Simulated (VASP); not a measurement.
# Si (a cell with a defect) in VASP: single point with PBE

Aim: the single point of Si (a cell with a defect) with PBE.

Program: VASP 6.6.1. These are calculated values, not measurements. Logs are shortened: lines on timing, memory, paths and dates and some standing lists are left out, and cuts for length are marked.

## Step 1: The cell of the first run

The cell holds a defect, 17 atoms: a = 7.679 Å, b = 7.679 Å, c = 7.679 Å, α = 60.00°, β = 60.00°, γ = 60.00°.

## Step 2: Single point, PBE

INCAR

```
SYSTEM = Si
  PREC = Accurate
  ENCUT = 520
  EDIFF = 1E-6
  ISMEAR = 0
  SIGMA = 0.05
  LREAL = Auto
  LASPH = .TRUE.
  NELM = 100
  ALGO = Normal
  ISIF = 2
  LWAVE = .FALSE.
  LCHARG = .FALSE.
  GGA = PE
  NBANDS = 48
```

KPOINTS

```
Automatic mesh
0
G
  2 2 2
  0 0 0
```

POSCAR

```
Si
1.0
    0.0000000000      5.4300000000      5.4300000000
    5.4300000000      0.0000000000      5.4300000000
    5.4300000000      5.4300000000      0.0000000000
Si
17
Direct
   -0.0080336262     -0.0079030989      0.0244566552
    0.1225348247      0.1227507323      0.1346152013
    0.0012228559      0.0015130995      0.5068451728
    0.1160460972      0.1162132063      0.6516090621
    0.0181011282      0.4940048047     -0.0049768317
    0.1232478404      0.6207364267      0.1343968821
    0.0013648491      0.4905011453      0.5065977313
    0.1641392510      0.6075433398      0.6207680079
    0.4938055801      0.0182133419     -0.0048274902
    0.6206180565      0.1234276157      0.1344086132
    0.4902994199      0.0016117527      0.5065830324
    0.6072615928      0.1644113002      0.6209494449
    0.4944622043      0.4946341511     -0.0054795132
    0.6509990271      0.6511087535      0.0487055751
    0.5230326861      0.5232941193      0.4302545867
    0.6073763435      0.6074751324      0.6206263752
    0.7887000993      0.7891185174      0.6329309849
```

Potentials or basis: VASP PAW PBE potentials, release 64 (Si).

Launch:

```sh
$ cat potpaw_PBE.64/Si/POTCAR > POTCAR
$ mpirun -np 1 vasp_std > vasp.out
```

OUTCAR:

```text
SYSTEM = Si
   PREC = Accurate
   ENCUT = 520
   EDIFF = 1E-6
   ISMEAR = 0
   LREAL = Auto
   LASPH = .TRUE.
   NELM = 100
   ISIF = 2
   GGA = PE

 ion  position               nearest neighbor table
   1  0.992  0.992  0.024-  10 2.33   6 2.33   2 2.33   4 2.34
   2  0.123  0.123  0.135-   1 2.33   5 2.33   9 2.33   3 2.33
   3  0.001  0.002  0.507-   2 2.33   4 2.35  17 2.40  12 2.48   8 2.48
   4  0.116  0.116  0.652-   1 2.34  11 2.35   3 2.35   7 2.35
   5  0.018  0.494  0.995-   6 2.33   2 2.33  14 2.35   8 2.35
   6  0.123  0.621  0.134-   1 2.33  13 2.33   5 2.33   7 2.33
   7  0.001  0.491  0.507-   6 2.33   4 2.35  17 2.40   8 2.48  16 2.48
   8  0.164  0.608  0.621-  15 2.30   5 2.35  17 2.47   3 2.48   7 2.48
   9  0.494  0.018  0.995-  10 2.33   2 2.33  14 2.35  12 2.35
  10  0.621  0.123  0.134-   1 2.33  13 2.33   9 2.33  11 2.33
  11  0.490  0.002  0.507-  10 2.33   4 2.35  17 2.40  12 2.48  16 2.48
  12  0.607  0.164  0.621-  15 2.30   9 2.35  17 2.47   3 2.48  11 2.48
  13  0.494  0.495  0.995-  10 2.33   6 2.33  14 2.35  16 2.35
  14  0.651  0.651  0.049-  13 2.35   5 2.35   9 2.35  15 2.39  17 2.61
  15  0.523  0.523  0.430-  16 2.30   8 2.30  12 2.30  14 2.39
  16  0.607  0.607  0.621-  15 2.30  13 2.35  17 2.47   7 2.48  11 2.48
  17  0.789  0.789  0.633-  11 2.40   7 2.40   3 2.40  16 2.47  12 2.47   8 2.47  14 2.61

  LATTYP: Found a face centered cubic cell.
 ALAT       =    10.8600000000

  Lattice vectors:

 A1 = (   0.0000000000,   5.4300000000,   5.4300000000)
 A2 = (   5.4300000000,   0.0000000000,   5.4300000000)
 A3 = (   5.4300000000,   5.4300000000,   0.0000000000)

Analysis of symmetry for initial positions (statically):
=====================================================================
 Subroutine PRICEL returns:
 Original cell was already a primitive cell.

 Routine SETGRP: Setting up the symmetry group for a
 face centered cubic supercell.

 Subroutine GETGRP returns: Found  1 space group operations
 (whereof  1 operations were pure point group operations)
 out of a pool of 48 trial point group operations.

The static configuration has the point symmetry C_1 .

Analysis of symmetry for dynamics (positions and initial velocities):
=====================================================================
 Subroutine PRICEL returns:
 Original cell was already a primitive cell.

 Routine SETGRP: Setting up the symmetry group for a
 face centered cubic supercell.

 Subroutine GETGRP returns: Found  1 space group operations
 (whereof  1 operations were pure point group operations)
 out of a pool of 48 trial point group operations.

The dynamic configuration has the point symmetry C_1 .

 Subroutine INISYM returns: Found  1 space group operations
 (whereof  1 operations are pure point group operations),
 and found     1 'primitive' translations

----------------------------------------------------------------------------------------

                                     Primitive cell

  volume of cell :     320.2060

  direct lattice vectors                    reciprocal lattice vectors
     0.000000000  5.430000000  5.430000000    -0.092081031  0.092081031  0.092081031
     5.430000000  0.000000000  5.430000000     0.092081031 -0.092081031  0.092081031
     5.430000000  5.430000000  0.000000000     0.092081031  0.092081031 -0.092081031

  length of vectors
     7.679179644  7.679179644  7.679179644     0.159489025  0.159489025  0.159489025

  position of ions in fractional coordinates (direct lattice)
     0.991966374  0.992096901  0.024456655
     0.122534825  0.122750732  0.134615201
     0.001222856  0.001513100  0.506845173
     0.116046097  0.116213206  0.651609062
     0.018101128  0.494004805  0.995023168
     0.123247840  0.620736427  0.134396882
[... 9 lines left out ...]
     0.607376344  0.607475132  0.620626375
     0.788700099  0.789118517  0.632930985

  ion indices of the primitive-cell ions
   primitive index   ion index
                 1           1
                 2           2
                 3           3
                 4           4
                 5           5
                 6           6
[... 9 lines left out ...]
                16          16
                17          17

----------------------------------------------------------------------------------------

 KPOINTS: Automatic mesh

Automatic generation of k-mesh.
 Grid dimensions read from file:
 generate k-points for:    2    2    2

 Generating k-lattice:

  Cartesian coordinates                     Fractional coordinates (reciprocal lattice)
    -0.046040516  0.046040516  0.046040516     0.500000000  0.000000000  0.000000000
     0.046040516 -0.046040516  0.046040516     0.000000000  0.500000000  0.000000000
     0.046040516  0.046040516 -0.046040516     0.000000000  0.000000000  0.500000000

  Length of vectors
     0.079744512  0.079744512  0.079744512

  Shift w.r.t. Gamma in fractional coordinates (k-lattice)
     0.000000000  0.000000000  0.000000000

 Subroutine IBZKPT returns following result:
 ===========================================

 Found      8 irreducible k-points:

 Following reciprocal coordinates:
            Coordinates               Weight
  0.000000  0.000000  0.000000      1.000000
  0.500000  0.000000  0.000000      1.000000
  0.000000  0.500000  0.000000      1.000000
  0.000000  0.000000  0.500000      1.000000
  0.500000  0.500000  0.500000      1.000000
  0.500000  0.500000  0.000000      1.000000
  0.000000  0.500000  0.500000      1.000000
  0.500000  0.000000  0.500000      1.000000
   k-points           NKPTS =      8   k-points in BZ     NKDIM =      8   number of bands    NBANDS=     48
   number of dos      NEDOS =    301   number of ions     NIONS =     17
   total plane-waves  NPLWV = 216000
   dimension x,y,z NGX =    60 NGY =   60 NGZ =   60
   dimension x,y,z NGXF=   120 NGYF=  120 NGZF=  120
   ions per type =              17
   NGX,Y,Z   is equivalent  to a cutoff of  12.99, 12.99, 12.99 a.u.
   NGXF,Y,Z  is equivalent  to a cutoff of  25.98, 25.98, 25.98 a.u.
 SYSTEM =  Si
   PREC   = accura    normal or accurate (medium, high low for compatibility)
   ISTART =      0    job   : 0-new  1-cont  2-samecut
   ICHARG =      2    charge: 1-file 2-atom 10-const
   ISPIN  =      1    spin polarized calculation?
   LNONCOLLINEAR =      F non collinear calculations
   LSORBIT =      F    spin-orbit coupling
   LASPH  =      T    aspherical Exc in radial PAW
   ENCUT  =  520.0 eV  38.22 Ry    6.18 a.u.  14.28 14.28 14.28*2*pi/ulx,y,z
   NELM   =    100;   NELMIN=  2; NELMDL= -5     # of ELM steps
   EDIFF  = 0.1E-05   stopping-criterion for ELM
   LREAL  =      T    real-space projection
   EDIFFG = 0.1E-04   stopping-criterion for IOM
   NSW    =      0    number of steps for IOM
   IBRION =     -1    ionic relax: 0-MD 1-quasi-New 2-CG
   NFREE  =      0    steps in history (QN), initial steepest desc. (CG)
   ISIF   =      2    stress and relaxation
   ISYM   =      2    0-nonsym 1-usesym 2-fastsym
   POTIM  = 0.5000    time-step for ionic-motion
   TEBEG  =    0.0;   TEEND  =   0.0 temperature during run
   PSTRESS=    0.0 pullay stress
   NELECT =      68.0000    total number of electrons
   NUPDOWN=      -1.0000    fix difference up-down
   EMIN   =  10.00;   EMAX   =-10.00  energy-range for DOS
   EFERMI =   0.00;   METHOD = LEGACY
   ISMEAR =     0;   SIGMA  =   0.05  broadening in eV -4-tet -1-fermi 0-gaus
   EFERMI_NEDOS =   21; number of points for ismear=-14 and -15
   IALGO  =     38    algorithm
   IMIX   =      4    mixing-type and parameters
     AMIX     =   0.40;   BMIX     =  1.00
     AMIX_MAG =   1.60;   BMIX_MAG =  1.00
  volume/ion in A,a.u.               =      18.84       127.11
  Fermi-wavevector in a.u.,A,eV,Ry     =   0.976715  1.845724 12.979587  0.953973
  Thomas-Fermi vector in A             =   2.107356
   LORBIT       =      0    0 simple, 1 ext, 2 COOP (PROOUT), +10 PAW based schemes
   GGA     = PE    functional components
   LHFCALC =     F    Hartree Fock is set to
   AEXX    =    0.0000 exact exchange contribution
   IVDW    =     0    specifies the selected vdW correction
   LEPSILON=     F    determine dielectric tensor
   LRPA    =     F    only Hartree local field effects (RPA)
 non-spin polarized calculation
 Gauss-broadening in eV      SIGMA  =   0.05
  energy-cutoff  :      520.00
  volume of cell :      320.21
 maximum number of plane-waves:      8646
 NGX is ok and might be reduce to    60
   NGX = 29   NGY = 29   NGZ = 29

 number of electron      68.0000000 magnetization

 Free energy of the ion-electron system (eV)
  ---------------------------------------------------
  ext. energy  EPLUGINS =         0.00000000
  ---------------------------------------------------
  free energy    TOTEN  =       -87.71786027 eV

  energy without entropy =      -87.70542203  energy(sigma->0) =      -87.71164115

 E-fermi :   6.7803     XC(G=0):  -9.6955

 val. band max:        6.7295867622   @ k =   0.0000   0.0000   0.0000
 cond. band min:       6.7899217320   @ k =   0.5000   0.5000   0.0000
 fundamental gap:      0.0603349699
 Fermi energy:         6.7802724989

 k-point     1 :       0.0000    0.0000    0.0000
  band No.  band energies     occupation
      1      -6.2329      2.00000
      2      -3.8646      2.00000
      3      -3.5937      2.00000
      4      -3.5907      2.00000
      5      -3.4060      2.00000
      6      -2.7313      2.00000
[... 38 lines left out ...]
     45       8.4404      0.00000
     46       8.8826      0.00000

 k-point     2 :       0.5000    0.0000    0.0000
  band No.  band energies     occupation
      1      -5.7685      2.00000
      2      -4.9885      2.00000
      3      -3.6148      2.00000
      4      -3.3865      2.00000
      5      -3.2023      2.00000
      6      -3.0142      2.00000
[... 286 lines left out ...]
 k-point     8 :       0.5000    0.0000    0.5000
  band No.  band energies     occupation
      1      -5.6368      2.00000
      2      -4.7084      2.00000
      3      -4.0451      2.00000
      4      -3.8451      2.00000
      5      -3.7973      2.00000
      6      -3.6398      2.00000
[... 38 lines left out ...]
     45      10.2908      0.00000
     46      10.4026      0.00000
 [bands above 46 left out]

------------------------ aborting loop because EDIFF is reached ----------------------------------------

  FORCE on cell =-STRESS in cart. coord.  units (eV):
  Direction    XX          YY          ZZ          XY          YZ          ZX
  --------------------------------------------------------------------------------------
  -------------------------------------------------------------------------------------
  Total        8.7441007      8.7552390      8.7576401     -0.9882343      0.9858142      0.9749985
  in kB       43.7518324     43.8075640     43.8195780     -4.9447120      4.9326031      4.8784859
  external PRESSURE =      43.7929915 kB  Pullay stress =       0.0000000 kB

 VOLUME and BASIS-vectors are now :
 -----------------------------------------------------------------------------
  energy-cutoff  :      520.00
  volume of cell :      320.21
      direct lattice vectors                 reciprocal lattice vectors
     0.000000000  5.430000000  5.430000000    -0.092081031  0.092081031  0.092081031
     5.430000000  0.000000000  5.430000000     0.092081031 -0.092081031  0.092081031
     5.430000000  5.430000000  0.000000000     0.092081031  0.092081031 -0.092081031

 POSITION                                       TOTAL-FORCE (eV/Angst)
 -----------------------------------------------------------------------------------
      5.51989      5.51918     10.77346        -0.001259     -0.000953      0.002684
      1.39750      1.39632      1.33190        -0.004647     -0.004732      0.009893
      2.76039      2.75881      0.01486        -0.006372     -0.003977     -0.000662
      4.16927      4.16837      1.26117         0.014644      0.011441     -0.009967
      8.08542      5.50126      2.78074        -0.002634     -0.003387     -0.005406
      4.10037      1.39901      4.03983        -0.002103     -0.013263     -0.001017
[... 9 lines left out ...]
      6.66859      6.66805      6.59664        -0.013330     -0.014274      0.009328
      7.72173      7.71946      8.56756         0.018294      0.023779     -0.002984
 -----------------------------------------------------------------------------------
    total drift:                                0.001624      0.004820     -0.006198

  FREE ENERGIE OF THE ION-ELECTRON SYSTEM (eV)
  ---------------------------------------------------
  free  energy   TOTEN  =       -87.7178602703 eV

  energy  without entropy=      -87.7054220304  energy(sigma->0) =      -87.71164115
```

It took 3.1 min on 1 thread of Intel Xeon Platinum 8488C (Sapphire Rapids), shared host; peak memory 0.46 GiB.

Results:

| Property | Result |
| --- | --- |
| Free energy | -87.7179 eV |
| Pressure | 4.4 GPa |
| Largest force | 0.030 eV/Å |
| Band gap on the k mesh | zero (bands 34 and 35 overlap by 0.07 eV) |

Forces in eV/Å, atoms in the order of the input:
```
Si  -0.001 -0.001  0.003
Si  -0.005 -0.005  0.010
Si  -0.006 -0.004 -0.001
Si   0.015  0.011 -0.010
Si  -0.003 -0.003 -0.005
Si  -0.002 -0.013 -0.001
Si   0.003  0.003  0.006
Si  -0.004  0.002  0.008
Si  -0.003 -0.002 -0.006
Si  -0.014 -0.004 -0.002
Si   0.002  0.004  0.005
Si   0.004 -0.007  0.011
Si   0.012  0.013 -0.017
Si  -0.004 -0.008 -0.006
Si   0.001  0.004 -0.001
Si  -0.013 -0.014  0.009
Si   0.018  0.024 -0.003
```

Stress tensor (GPa, compression positive):
```
 4.38 -0.49  0.49
-0.49  4.38  0.49
 0.49  0.49  4.38
```

Caveat: the k points lie up to 0.50 Å⁻¹ apart.
